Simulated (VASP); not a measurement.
Set up this calculation in VASP 6.6.1, as the native input.

- Task: single point
- Functional: PBE
- Dispersion: D3(BJ)
- Potentials or basis: VASP PAW PBE potentials, release 64 (Si)
- Cutoff: 400 eV
- k mesh: 9 × 9 × 1
- Occupations: gaussian, width 0.1 eV
- Spin: no spin polarisation
- Dipole correction: yes
- Further INCAR settings: ALGO = Normal; EDIFF = 1e-06; NBANDS = 16; NELMDL = -8

The structure of Si lies in POSCAR:

```
Si
1.0
    3.8472023567      0.0000000000      0.0000000000
   -1.9236011784      3.3317749744      0.0000000000
    0.0000000000      0.0000000000     18.4446971473
Si
4
Direct
    0.3333333333      0.6666666667      0.2695814702
    0.6666666667      0.3333333333      0.2439725610
    1.0000000000      1.0000000000      0.5039224593
    0.6666666667      1.3333333333      0.4783135501
```

These files were run (other wordings do the same):

INCAR

```
SYSTEM = Si
  ALGO = Normal
  DIPOL = 0.5 0.5 0.374
  EDIFF = 1E-6
  ENCUT = 400
  GGA = PE
  GGA_COMPAT = .FALSE.
  IDIPOL = 3
  ISIF = 2
  ISMEAR = 0
  IVDW = 12
  LASPH = .TRUE.
  LCHARG = .FALSE.
  LDIPOL = .TRUE.
  LREAL = .FALSE.
  LWAVE = .FALSE.
  NBANDS = 16
  NELM = 120
  NELMDL = -8
  PREC = Accurate
  SIGMA = 0.1
```

KPOINTS

```
k-points
0
G
  9 9 1
  0 0 0
```

Potentials or basis: VASP PAW PBE potentials, release 64 (Si).

The run is started by

```bash
$ cat potpaw_PBE.64/Si/POTCAR > POTCAR
$ mpirun -np 1 vasp_std > vasp.out
```

It gave:

```json
{
  "Largest force": "0.188 eV/Å",
  "Band gap on the k mesh": "0.08 eV, direct",
  "Dispersion energy per atom": "-0.247 eV"
}
```

It took 57 s on 1 thread of Intel Xeon 6975P-C, on a shared host, peak memory 0.28 GiB.
